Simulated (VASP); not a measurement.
# IrPt3 (Pm-3m) in VASP: further runs

IrPt3 is run at these levels: LDA; tasks: single point, relaxation of volume and atoms at fixed shape.

All numbers are computed with VASP 6.6.1; they aren't measurements. Logs are shortened: lines on timing, memory, paths and dates and some standing lists are left out, and cuts for length are marked.

## (1) The cell of the first run

The structure is cubic, space group Pm-3m (No. 221). Conventional cell: a = 3.874 Å, b = 3.874 Å, c = 3.874 Å, α = 90.00°, β = 90.00°, γ = 90.00°. Within 3.6 Å of Ir (site symmetry m-3m) lie 12 Pt at 2.74 Å. Pt (site symmetry 4/mmm) has 4 Ir at 2.74 Å and 8 Pt at 2.74 Å within 3.6 Å.

## (2) Single point, LDA

Contents of INCAR:

```
PREC = Accurate
ENCUT = 520
EDIFF = 1E-6
ISMEAR = 0
SIGMA = 0.1
LREAL = False
LASPH = True
NELM = 80
ALGO = Normal
ISIF = 2
LWAVE = False
LCHARG = False
GGA = CA
NBANDS = 28
```

Contents of KPOINTS:

```
regular mesh
0
Gamma
  6 6 6
```

Contents of POSCAR:

```
IrPt3
1.0
    3.8737559101      0.0000000000      0.0000000000
    0.0000000000      3.8737559101      0.0000000000
    0.0000000000      0.0000000000      3.8737559101
Ir Pt
1 3
Direct
    0.0000000000      0.0000000000      0.0000000000
    0.0000000000      0.5000000000      0.5000000000
    0.5000000000      0.0000000000      0.5000000000
    0.5000000000      0.5000000000      0.0000000000
```

Potentials or basis: VASP PAW LDA potentials, release 64 (Ir, Pt).

On the command line:

```sh
$ cat potpaw_LDA.64/Ir/POTCAR potpaw_LDA.64/Pt/POTCAR > POTCAR
$ mpirun -np 1 vasp_std > vasp.out
```

OUTCAR:

```text
PREC = Accurate
   ENCUT = 520
   EDIFF = 1E-6
   ISMEAR = 0
   LREAL = False
   LASPH = True
   NELM = 80
   ISIF = 2
   GGA = CA

 ion  position               nearest neighbor table
   1  0.000  0.000  0.000-   2 2.74   3 2.74   4 2.74   2 2.74   3 2.74   2 2.74   4 2.74   2 2.74
                             3 2.74   4 2.74   3 2.74   4 2.74
   2  0.000  0.500  0.500-   1 2.74   3 2.74   4 2.74   1 2.74   4 2.74   1 2.74   3 2.74   1 2.74
                             3 2.74   4 2.74   4 2.74   3 2.74
   3  0.500  0.000  0.500-   1 2.74   2 2.74   4 2.74   1 2.74   4 2.74   2 2.74   4 2.74   4 2.74
                             1 2.74   2 2.74   1 2.74   2 2.74
   4  0.500  0.500  0.000-   1 2.74   2 2.74   3 2.74   2 2.74   3 2.74   1 2.74   3 2.74   3 2.74
                             1 2.74   2 2.74   2 2.74   1 2.74

  LATTYP: Found a simple cubic cell.
 ALAT       =     3.8737559101

  Lattice vectors:

 A1 = (   3.8737559101,   0.0000000000,   0.0000000000)
 A2 = (   0.0000000000,   3.8737559101,   0.0000000000)
 A3 = (   0.0000000000,   0.0000000000,   3.8737559101)

Analysis of symmetry for initial positions (statically):
=====================================================================
 Subroutine PRICEL returns:
 Original cell was already a primitive cell.

 Routine SETGRP: Setting up the symmetry group for a
 simple cubic supercell.

 Subroutine GETGRP returns: Found 48 space group operations
 (whereof 48 operations were pure point group operations)
 out of a pool of 48 trial point group operations.

The static configuration has the point symmetry O_h .

Analysis of symmetry for dynamics (positions and initial velocities):
=====================================================================
 Subroutine PRICEL returns:
 Original cell was already a primitive cell.

 Routine SETGRP: Setting up the symmetry group for a
 simple cubic supercell.

 Subroutine GETGRP returns: Found 48 space group operations
 (whereof 48 operations were pure point group operations)
 out of a pool of 48 trial point group operations.

The dynamic configuration has the point symmetry O_h .

 Subroutine INISYM returns: Found 48 space group operations
 (whereof 48 operations are pure point group operations),
 and found     1 'primitive' translations

----------------------------------------------------------------------------------------

                                     Primitive cell

  volume of cell :      58.1295

  direct lattice vectors                    reciprocal lattice vectors
     3.873755910  0.000000000  0.000000000     0.258147396  0.000000000  0.000000000
     0.000000000  3.873755910  0.000000000     0.000000000  0.258147396  0.000000000
     0.000000000  0.000000000  3.873755910     0.000000000  0.000000000  0.258147396

  length of vectors
     3.873755910  3.873755910  3.873755910     0.258147396  0.258147396  0.258147396

  position of ions in fractional coordinates (direct lattice)
     0.000000000  0.000000000  0.000000000
     0.000000000  0.500000000  0.500000000
     0.500000000  0.000000000  0.500000000
     0.500000000  0.500000000  0.000000000

  ion indices of the primitive-cell ions
   primitive index   ion index
                 1           1
                 2           2
                 3           3
                 4           4

----------------------------------------------------------------------------------------

 KPOINTS: regular mesh

Automatic generation of k-mesh.
 Grid dimensions read from file:
 generate k-points for:    6    6    6

 Generating k-lattice:

  Cartesian coordinates                     Fractional coordinates (reciprocal lattice)
     0.043024566  0.000000000  0.000000000     0.166666667  0.000000000  0.000000000
     0.000000000  0.043024566  0.000000000     0.000000000  0.166666667  0.000000000
     0.000000000  0.000000000  0.043024566     0.000000000  0.000000000  0.166666667

  Length of vectors
     0.043024566  0.043024566  0.043024566

  Shift w.r.t. Gamma in fractional coordinates (k-lattice)
     0.000000000  0.000000000  0.000000000

 Subroutine IBZKPT returns following result:
 ===========================================

 Found     20 irreducible k-points:

 Following reciprocal coordinates:
            Coordinates               Weight
  0.000000  0.000000  0.000000      1.000000
  0.166667  0.000000  0.000000      6.000000
  0.333333  0.000000  0.000000      6.000000
  0.500000  0.000000  0.000000      3.000000
  0.166667  0.166667  0.000000     12.000000
  0.333333  0.166667  0.000000     24.000000
[... 12 lines left out ...]
  0.500000  0.500000  0.333333      6.000000
  0.500000  0.500000  0.500000      1.000000
   k-points           NKPTS =     20   k-points in BZ     NKDIM =     20   number of bands    NBANDS=     28
   number of dos      NEDOS =    301   number of ions     NIONS =      4
   total plane-waves  NPLWV =  27000
   dimension x,y,z NGX =    30 NGY =   30 NGZ =   30
   dimension x,y,z NGXF=    60 NGYF=   60 NGZF=   60
   ions per type =               1   3
   NGX,Y,Z   is equivalent  to a cutoff of  12.87, 12.87, 12.87 a.u.
   NGXF,Y,Z  is equivalent  to a cutoff of  25.75, 25.75, 25.75 a.u.
 SYSTEM =  unknown system
   PREC   = accura    normal or accurate (medium, high low for compatibility)
   ISTART =      0    job   : 0-new  1-cont  2-samecut
   ICHARG =      2    charge: 1-file 2-atom 10-const
   ISPIN  =      1    spin polarized calculation?
   LNONCOLLINEAR =      F non collinear calculations
   LSORBIT =      F    spin-orbit coupling
   LASPH  =      T    aspherical Exc in radial PAW
   ENCUT  =  520.0 eV  38.22 Ry    6.18 a.u.   7.20  7.20  7.20*2*pi/ulx,y,z
   NELM   =     80;   NELMIN=  2; NELMDL= -5     # of ELM steps
   EDIFF  = 0.1E-05   stopping-criterion for ELM
   LREAL  =      F    real-space projection
   EDIFFG = 0.1E-04   stopping-criterion for IOM
   NSW    =      0    number of steps for IOM
   IBRION =     -1    ionic relax: 0-MD 1-quasi-New 2-CG
   NFREE  =      0    steps in history (QN), initial steepest desc. (CG)
   ISIF   =      2    stress and relaxation
   ISYM   =      2    0-nonsym 1-usesym 2-fastsym
   POTIM  = 0.5000    time-step for ionic-motion
   TEBEG  =    0.0;   TEEND  =   0.0 temperature during run
   PSTRESS=    0.0 pullay stress
   NELECT =      39.0000    total number of electrons
   NUPDOWN=      -1.0000    fix difference up-down
   EMIN   =  10.00;   EMAX   =-10.00  energy-range for DOS
   EFERMI =   0.00;   METHOD = LEGACY
   ISMEAR =     0;   SIGMA  =   0.10  broadening in eV -4-tet -1-fermi 0-gaus
   EFERMI_NEDOS =   21; number of points for ismear=-14 and -15
   IALGO  =     38    algorithm
   IMIX   =      4    mixing-type and parameters
     AMIX     =   0.40;   BMIX     =  1.00
     AMIX_MAG =   1.60;   BMIX_MAG =  1.00
  volume/ion in A,a.u.               =      14.53        98.07
  Fermi-wavevector in a.u.,A,eV,Ry     =   1.433169  2.708297 27.946010  2.053974
  Thomas-Fermi vector in A             =   2.552717
   LORBIT       =      0    0 simple, 1 ext, 2 COOP (PROOUT), +10 PAW based schemes
   GGA     = CA    functional components
   LHFCALC =     F    Hartree Fock is set to
   AEXX    =    0.0000 exact exchange contribution
   IVDW    =     0    specifies the selected vdW correction
   LEPSILON=     F    determine dielectric tensor
   LRPA    =     F    only Hartree local field effects (RPA)
 non-spin polarized calculation
 Gauss-broadening in eV      SIGMA  =   0.10
  energy-cutoff  :      520.00
  volume of cell :       58.13
 maximum number of plane-waves:      1596
 NGX is ok and might be reduce to    30
   NGX = 15   NGY = 15   NGZ = 15

 number of electron      38.9999990 magnetization

 Free energy of the ion-electron system (eV)
  ---------------------------------------------------
  ext. energy  EPLUGINS =         0.00000000
  ---------------------------------------------------
  free energy    TOTEN  =       -32.55843576 eV

  energy without entropy =      -32.53192203  energy(sigma->0) =      -32.54517889

 E-fermi :  11.4293     XC(G=0): -13.9231

 val. band max:       11.4013047469   @ k =   0.3333   0.3333   0.1667
 cond. band min:      11.4390340469   @ k =   0.5000   0.3333   0.3333
 fundamental gap:      0.0377293000
 Fermi energy:        11.4293288423

 k-point     1 :       0.0000    0.0000    0.0000
  band No.  band energies     occupation
      1       0.6590      2.00000
      2       3.7699      2.00000
      3       3.8461      2.00000
      4       3.8461      2.00000
      5       4.2971      2.00000
      6       4.2971      2.00000
[... 20 lines left out ...]
     27      21.1076      0.00000
     28      22.7401      0.00000

 k-point     2 :       0.1667    0.0000    0.0000
  band No.  band energies     occupation
      1       1.0476      2.00000
      2       3.9588      2.00000
      3       4.0866      2.00000
      4       4.1417      2.00000
      5       4.4597      2.00000
      6       4.5509      2.00000
[... 20 lines left out ...]
     27      22.5744      0.00000
     28      22.5744      0.00000

 k-point     3 :       0.3333    0.0000    0.0000
  band No.  band energies     occupation
      1       2.1312      2.00000
      2       4.1577      2.00000
      3       4.7731      2.00000
      4       4.8919      2.00000
      5       4.9248      2.00000
      6       5.3015      2.00000
[... 20 lines left out ...]
     27      21.6466      0.00000
     28      21.6466      0.00000

 k-point     4 :       0.5000    0.0000    0.0000
  band No.  band energies     occupation
      1       3.4706      2.00000
      2       3.5612      2.00000
      3       5.2416      2.00000
      4       5.4264      2.00000
      5       5.5253      2.00000
      6       5.7459      2.00000
[... 454 lines left out ...]
     27      20.0734      0.00000
     28      20.1938      0.00000

 k-point    19 :       0.5000    0.5000    0.3333
  band No.  band energies     occupation
      1       3.8191      2.00000
      2       3.8273      2.00000
      3       3.8273      2.00000
      4       3.8331      2.00000
      5       7.0352      2.00000
      6       7.0352      2.00000
[... 20 lines left out ...]
     27      18.3964      0.00000
     28      18.5944      0.00000

 k-point    20 :       0.5000    0.5000    0.5000
  band No.  band energies     occupation
      1       3.5757      2.00000
      2       3.5849      2.00000
      3       3.5849      2.00000
      4       3.5849      2.00000
      5       7.1391      2.00000
      6       7.1391      2.00000
[... 20 lines left out ...]
     27      17.6815      0.00000
     28      17.8780      0.00000

------------------------ aborting loop because EDIFF is reached ----------------------------------------

  FORCE on cell =-STRESS in cart. coord.  units (eV):
  Direction    XX          YY          ZZ          XY          YZ          ZX
  --------------------------------------------------------------------------------------
  -------------------------------------------------------------------------------------
  Total        0.3922484      0.3922484      0.3922484      0.0000000      0.0000000      0.0000000
  in kB       10.8112268     10.8112268     10.8112268      0.0000000      0.0000000      0.0000000
  external PRESSURE =      10.8112268 kB  Pullay stress =       0.0000000 kB

 VOLUME and BASIS-vectors are now :
 -----------------------------------------------------------------------------
  energy-cutoff  :      520.00
  volume of cell :       58.13
      direct lattice vectors                 reciprocal lattice vectors
     3.873755910  0.000000000  0.000000000     0.258147396  0.000000000  0.000000000
     0.000000000  3.873755910  0.000000000     0.000000000  0.258147396  0.000000000
     0.000000000  0.000000000  3.873755910     0.000000000  0.000000000  0.258147396

 POSITION                                       TOTAL-FORCE (eV/Angst)
 -----------------------------------------------------------------------------------
      0.00000      0.00000      0.00000         0.000000      0.000000      0.000000
      0.00000      1.93688      1.93688         0.000000      0.000000      0.000000
      1.93688      0.00000      1.93688         0.000000      0.000000      0.000000
      1.93688      1.93688      0.00000         0.000000      0.000000      0.000000
 -----------------------------------------------------------------------------------
    total drift:                                0.000000      0.000000     -0.000000

  FREE ENERGIE OF THE ION-ELECTRON SYSTEM (eV)
  ---------------------------------------------------
  free  energy   TOTEN  =       -32.5584357597 eV

  energy  without entropy=      -32.5319220254  energy(sigma->0) =      -32.54517889
```

Wall time 55 s (1 thread of Intel Xeon 8259CL, shared host); peak memory 0.16 GiB.

Results:

```yaml
Free_energy: -32.5584 eV
Pressure: 1.1 GPa
Band_gap_on_the_k_mesh: zero (an odd number of electrons rules out a gap without spin polarisation)
```

Levels at points of the mesh, in eV from the Fermi level:
```
           k point  band 16  band 17  band 18  band 19  band 20  band 21  band 22  band 23  band 24  band 25
(0.00, 0.00, 0.00)     0.37     0.41     0.41     1.04     1.04     1.04     1.64     1.64     1.64     9.33
(0.50, 0.00, 0.00)    -1.95    -1.95    -1.72    -1.09    -0.48     0.37     1.04     7.18     7.69     8.49
(0.50, 0.50, 0.00)    -2.11    -2.03    -2.01    -1.48    -1.48     1.82     1.82     2.31     2.51    10.89
(0.50, 0.50, 0.50)    -0.67    -0.12    -0.12    -0.12     0.40     0.40     0.40     0.42     0.42     6.25
```

Caveat: spin-orbit coupling is left out, which moves the levels of the heavy elements.

## (3) Relaxation of volume and atoms at fixed shape, LDA

This run uses another cell than the first one, of 15.42 Å³/atom.

Contents of INCAR:

```
ALGO     = Normal         # electronic algorithm
EDIFF    = 1E-6           # SCF threshold, eV
EDIFFG   = -0.02          # ionic threshold
ENCUT    = 600            # plane-wave cutoff, eV
IBRION   = 2              # ionic algorithm
ISIF     = 8              # what is computed and relaxed
ISMEAR   = 0              # smearing method
LASPH    = T              # aspherical terms in the spheres
LCHARG   = F              # write CHGCAR
LREAL    = F              # projectors in reciprocal space
LWAVE    = F              # write WAVECAR
NELM     = 80             # most SCF steps
NSW      = 80             # ionic steps
PREC     = Accurate       # precision mode
SIGMA    = 0.1            # smearing width, eV
```

Contents of KPOINTS:

```
k-points
0
Gamma
  6 6 6
```

Contents of POSCAR:

```
IrPt3
1.0
    3.9512530000      0.0000000000      0.0000000000
    0.0000000000      3.9512530000      0.0000000000
    0.0000000000      0.0000000000      3.9512530000
Ir Pt
1 3
Direct
    0.0000000000      0.0000000000      0.0000000000
    0.0000000000      0.5000000000      0.5000000000
    0.5000000000      0.0000000000      0.5000000000
    0.5000000000      0.5000000000      0.0000000000
```

Potentials or basis: VASP PAW LDA potentials, release 64 (Ir, Pt).

On the command line:

```sh
$ cat potpaw_LDA.64/Ir/POTCAR potpaw_LDA.64/Pt/POTCAR > POTCAR
$ mpirun -np 1 vasp_std > vasp.out
```

Wall time 2.3 min (1 thread of Intel Xeon 8259CL, shared host); peak memory 0.19 GiB.

Results (log left out):

```yaml
Free_energy: -32.5589 eV
Relaxed_volume: 14.58 Å³/atom
Relaxed_cell: a = 3.878 Å, b = 3.878 Å, c = 3.878 Å, α = 90.00°, β = 90.00°, γ = 90.00°
Space_group_after_relaxing_to_0.1_Å: Pm-3m (No. 221)
Energy_gained_by_relaxing: 43.6 meV/atom
Ionic_steps: 5
Pressure_after_relaxing: 0.0 GPa
Band_gap_on_the_k_mesh: zero (an odd number of electrons rules out a gap without spin polarisation)
```

Step by step:
| step | energy change (eV) | largest force (eV/Å) | pressure (GPa) | volume (Å³) |
| --- | --- | --- | --- | --- |
| 1 | 0.0000 | 0.0000 | -15.83 | 61.69 |
| 2 | 1.9924 | 0.0000 | 89.36 | 49.06 |
| 3 | -0.1733 | 0.0000 | -1.27 | 58.57 |
| 4 | -0.1741 | 0.0000 | -0.35 | 58.40 |
| 5 | -0.1742 | 0.0000 | 0.01 | 58.34 |

Final structure:
```
Ir Pt
1.0
     3.87832    0.00000    0.00000
     0.00000    3.87832    0.00000
     0.00000    0.00000    3.87832
Ir Pt
1 3
Direct
  0.00000 0.00000 0.00000
  0.00000 0.50000 0.50000
  0.50000 0.00000 0.50000
  0.50000 0.50000 0.00000
```

Levels at points of the mesh, in eV from the Fermi level:
```tsv
k point	band 16	band 17	band 18	band 19	band 20	band 21	band 22	band 23
(0.00, 0.00, 0.00)	0.37	0.40	0.40	1.03	1.03	1.03	1.65	1.65
(0.50, 0.00, 0.00)	-1.94	-1.94	-1.71	-1.09	-0.48	0.37	1.03	7.15
(0.50, 0.50, 0.00)	-2.10	-2.02	-1.99	-1.48	-1.48	1.81	1.81	2.29
(0.50, 0.50, 0.50)	-0.66	-0.12	-0.12	0.40	0.40	0.40	0.42	0.42
```

Caveat: spin-orbit coupling is left out, which moves the levels of the heavy elements.
